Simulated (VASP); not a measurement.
# B (Pm-3m) in VASP: notebook, part 2 of 2

VASP 6.6.1. Earlier steps stand in the parts before.

## 4. Single point, PBE (volume scaled by 0.92)

Contents of INCAR:

```
SYSTEM = B
PREC     = Accurate       ! precision mode
ENCUT    = 520            ! plane-wave cutoff, eV
EDIFF    = 1E-6           ! SCF threshold, eV
ISMEAR   = -1             ! smearing method
SIGMA    = 0.1            ! smearing width, eV
LREAL    = .False.        ! projectors in reciprocal space
LASPH    = .True.         ! aspherical terms in the spheres
NELM     = 100            ! most SCF steps
ALGO     = Normal         ! electronic algorithm
ISIF     = 2              ! what is computed and relaxed
LWAVE    = .False.        ! write WAVECAR
LCHARG   = .False.        ! write CHGCAR
GGA      = PE             ! functional
NBANDS   = 8              ! bands
```

Contents of KPOINTS:

```
Automatic mesh
0
Gamma
  19 19 19
  0 0 0
```

Contents of POSCAR:

```
B
1.0
    1.8323086412      0.0000000000      0.0000000000
    0.0000000000      1.8323086412      0.0000000000
    0.0000000000      0.0000000000      1.8323086412
B
1
Direct
    0.0000000000      0.0000000000      0.0000000000
```

Potentials or basis: VASP PAW PBE potentials, release 64 (B).

Run with:

```sh
> cat potpaw_PBE.64/B/POTCAR > POTCAR
> mpirun -np 1 vasp_std > vasp.out
```

OUTCAR:

```text
SYSTEM = B
   PREC = Accurate
   ENCUT = 520
   EDIFF = 1E-6
   ISMEAR = -1
   LREAL = .False.
   LASPH = .True.
   NELM = 100
   ISIF = 2
   GGA = PE

 ion  position               nearest neighbor table
   1  0.000  0.000  0.000-

  LATTYP: Found a simple cubic cell.
 ALAT       =     1.8323086412

  Lattice vectors:

 A1 = (   1.8323086412,   0.0000000000,   0.0000000000)
 A2 = (   0.0000000000,   1.8323086412,   0.0000000000)
[... 441 lines left out ...]
      6      39.7107      0.00000
      7      49.0213      0.00000
      8      50.8808      0.00000

 [... further k-points ...]

------------------------ aborting loop because EDIFF is reached ----------------------------------------

  FORCE on cell =-STRESS in cart. coord.  units (eV):
  Direction    XX          YY          ZZ          XY          YZ          ZX
  --------------------------------------------------------------------------------------
  -------------------------------------------------------------------------------------
  Total        0.8873282      0.8873282      0.8873282     -0.0000000     -0.0000000      0.0000000
  in kB      231.0994765    231.0994765    231.0994765     -0.0000000     -0.0000000      0.0000000
  external PRESSURE =     231.0994765 kB  Pullay stress =       0.0000000 kB

 VOLUME and BASIS-vectors are now :
 -----------------------------------------------------------------------------
  energy-cutoff  :      520.00
  volume of cell :        6.15
      direct lattice vectors                 reciprocal lattice vectors
     1.832308641  0.000000000  0.000000000     0.545759583  0.000000000  0.000000000
     0.000000000  1.832308641  0.000000000     0.000000000  0.545759583  0.000000000
     0.000000000  0.000000000  1.832308641     0.000000000  0.000000000  0.545759583

 POSITION                                       TOTAL-FORCE (eV/Angst)
 -----------------------------------------------------------------------------------
      0.00000      0.00000      0.00000         0.000000      0.000000      0.000000
 -----------------------------------------------------------------------------------
    total drift:                                0.000000     -0.000000     -0.000000

  FREE ENERGIE OF THE ION-ELECTRON SYSTEM (eV)
  ---------------------------------------------------
  free  energy   TOTEN  =        -5.5785692928 eV

  energy  without entropy=       -5.5698332520  energy(sigma->0) =       -5.57420127
```

Run time: 7.5 s. Hardware: 1 thread of Intel Xeon 6975P-C, shared host; peak memory 0.11 GiB.

What came out:

```
Free energy : -5.5786 eV
Pressure    : 23.1 GPa
```

Levels at points of the mesh, in eV from the Fermi level:
| k point | band 1 | band 2 | band 3 | band 4 |
| --- | --- | --- | --- | --- |
| (0.00, 0.00, 0.00) | -16.64 | 14.56 | 14.56 | 14.56 |

## 5. Single point, PBE (volume scaled by 0.96)

Contents of INCAR:

```
SYSTEM = B
PREC = Accurate ; ENCUT = 520
EDIFF = 1E-7 ; ISMEAR = -1
SIGMA = 0.1 ; LREAL = .FALSE.
LASPH = .TRUE. ; NELM = 80
ALGO = Normal ; ISIF = 2
LWAVE = .FALSE. ; LCHARG = .FALSE.
GGA = PE ; NBANDS = 8
```

Contents of KPOINTS:

```
Automatic mesh
0
G
  19 19 19
  0 0 0
```

Contents of POSCAR:

```
B
1.0
    1.8584880159      0.0000000000      0.0000000000
    0.0000000000      1.8584880159      0.0000000000
    0.0000000000      0.0000000000      1.8584880159
B
1
Direct
    0.0000000000      0.0000000000      0.0000000000
```

Potentials or basis: VASP PAW PBE potentials, release 64 (B).

Run with:

```sh
> cat potpaw_PBE.64/B/POTCAR > POTCAR
> mpirun -np 1 vasp_std > vasp.out
```

OUTCAR:

```text
SYSTEM = B
   PREC = Accurate
   ENCUT = 520
   EDIFF = 1E-7
   ISMEAR = -1
   LREAL = .FALSE.
   LASPH = .TRUE.
   NELM = 80
   ISIF = 2
   GGA = PE

 ion  position               nearest neighbor table
   1  0.000  0.000  0.000-

  LATTYP: Found a simple cubic cell.
 ALAT       =     1.8584880159

  Lattice vectors:

 A1 = (   1.8584880159,   0.0000000000,   0.0000000000)
 A2 = (   0.0000000000,   1.8584880159,   0.0000000000)
 A3 = (   0.0000000000,   0.0000000000,   1.8584880159)

Analysis of symmetry for initial positions (statically):
=====================================================================
 Subroutine PRICEL returns:
 Original cell was already a primitive cell.

 Routine SETGRP: Setting up the symmetry group for a
 simple cubic supercell.

 Subroutine GETGRP returns: Found 48 space group operations
 (whereof 48 operations were pure point group operations)
 out of a pool of 48 trial point group operations.

The static configuration has the point symmetry O_h .

Analysis of symmetry for dynamics (positions and initial velocities):
=====================================================================
 Subroutine PRICEL returns:
 Original cell was already a primitive cell.

 Routine SETGRP: Setting up the symmetry group for a
 simple cubic supercell.

 Subroutine GETGRP returns: Found 48 space group operations
 (whereof 48 operations were pure point group operations)
 out of a pool of 48 trial point group operations.

The dynamic configuration has the point symmetry O_h .

 Subroutine INISYM returns: Found 48 space group operations
 (whereof 48 operations are pure point group operations),
 and found     1 'primitive' translations

----------------------------------------------------------------------------------------

[... 104 lines left out ...]
   EFERMI =   0.00;   METHOD = LEGACY
   ISMEAR =    -1;   SIGMA  =   0.10  broadening in eV -4-tet -1-fermi 0-gaus
   EFERMI_NEDOS =   21; number of points for ismear=-14 and -15
   IALGO  =     38    algorithm
   IMIX   =      4    mixing-type and parameters
     AMIX     =   0.40;   BMIX     =  1.00
     AMIX_MAG =   1.60;   BMIX_MAG =  1.00
  volume/ion in A,a.u.               =       6.42        43.32
  Fermi-wavevector in a.u.,A,eV,Ry     =   1.270444  2.400791 21.960179  1.614028
  Thomas-Fermi vector in A             =   2.403431
   LORBIT       =      0    0 simple, 1 ext, 2 COOP (PROOUT), +10 PAW based schemes
   GGA     = PE    functional components
[... 5 lines left out ...]
 non-spin polarized calculation
  energy-cutoff  :      520.00
  volume of cell :        6.42
 maximum number of plane-waves:       183
 NGX is ok and might be reduce to    14
   NGX =  7   NGY =  7   NGZ =  7

 number of electron       3.0000000 magnetization

 Free energy of the ion-electron system (eV)
  ---------------------------------------------------
  ext. energy  EPLUGINS =         0.00000000
  ---------------------------------------------------
  free energy    TOTEN  =        -5.60662502 eV

  energy without entropy =       -5.59751574  energy(sigma->0) =       -5.60207038

 E-fermi :   7.4842     XC(G=0): -12.5581

 val. band max:        7.4633803659   @ k =   0.4211   0.4211   0.2105
 cond. band min:       7.5928548984   @ k =   0.3684   0.2632   0.1579
 fundamental gap:      0.1294745325
 Fermi energy:         7.4841917875

 k-point     1 :       0.0000    0.0000    0.0000
  band No.  band energies     occupation
      1      -8.7378      2.00000
      2      21.5497      0.00000
      3      21.5497      0.00000
      4      21.5497      0.00000
      5      32.0446      0.00000
      6      32.0446      0.00000
      7      41.7171      0.00000
      8      62.3252      0.00000
[... 243 lines left out ...]
 k-point    24 :       0.3158    0.1053    0.0000
  band No.  band energies     occupation
      1      -4.9086      2.00000
      2       7.9068      0.02879
      3      21.5709      0.00000
      4      24.3921      0.00000
      5      36.8955      0.00000
      6      38.4586      0.00000
      7      47.4908      0.00000
      8      49.3449      0.00000

 [... further k-points ...]

------------------------ aborting loop because EDIFF is reached ----------------------------------------

  FORCE on cell =-STRESS in cart. coord.  units (eV):
  Direction    XX          YY          ZZ          XY          YZ          ZX
  --------------------------------------------------------------------------------------
  -------------------------------------------------------------------------------------
  Total        0.4261348      0.4261348      0.4261348      0.0000000      0.0000000     -0.0000000
  in kB      106.3599813    106.3599813    106.3599813      0.0000000      0.0000000     -0.0000000
  external PRESSURE =     106.3599813 kB  Pullay stress =       0.0000000 kB

 VOLUME and BASIS-vectors are now :
 -----------------------------------------------------------------------------
  energy-cutoff  :      520.00
  volume of cell :        6.42
      direct lattice vectors                 reciprocal lattice vectors
     1.858488016  0.000000000  0.000000000     0.538071804  0.000000000  0.000000000
     0.000000000  1.858488016  0.000000000     0.000000000  0.538071804  0.000000000
     0.000000000  0.000000000  1.858488016     0.000000000  0.000000000  0.538071804

 POSITION                                       TOTAL-FORCE (eV/Angst)
 -----------------------------------------------------------------------------------
      0.00000      0.00000      0.00000         0.000000      0.000000      0.000000
 -----------------------------------------------------------------------------------
    total drift:                               -0.000000      0.000000     -0.000000

  FREE ENERGIE OF THE ION-ELECTRON SYSTEM (eV)
  ---------------------------------------------------
  free  energy   TOTEN  =        -5.6066250194 eV

  energy  without entropy=       -5.5975157425  energy(sigma->0) =       -5.60207038
```

Wall time 7.8 s (1 thread of Intel Xeon 6975P-C, shared host); peak memory 0.11 GiB.

Results:

| Quantity | Value |
| --- | --- |
| Free energy | -5.6066 eV |
| Pressure | 10.6 GPa |

Levels at points of the mesh, in eV from the Fermi level:
```tsv
k point	band 1	band 2	band 3	band 4
(0.00, 0.00, 0.00)	-16.22	14.07	14.07	14.07
```

## 6. Summary

| cell | k mesh | gap on the mesh (eV) | pressure (GPa) |
| --- | --- | --- | --- |
| a = 1.884 Å, 1 atom | 16 × 16 × 16 | none | 0.0 |
| a = 1.805 Å, 1 atom | 19 × 19 × 19 | none | 38.2 |
| a = 1.832 Å, 1 atom | 19 × 19 × 19 | none | 23.1 |
| a = 1.858 Å, 1 atom | 19 × 19 × 19 | none | 10.6 |

Alike in all rows: task single point; level PBE; potentials or basis VASP PAW PBE potentials, release 64 (B); no spin polarisation; cutoff (eV) 520; smearing fermi-dirac 0.1 eV.

Total energies depend on the potentials used, so only differences within one code and one set of settings carry meaning.
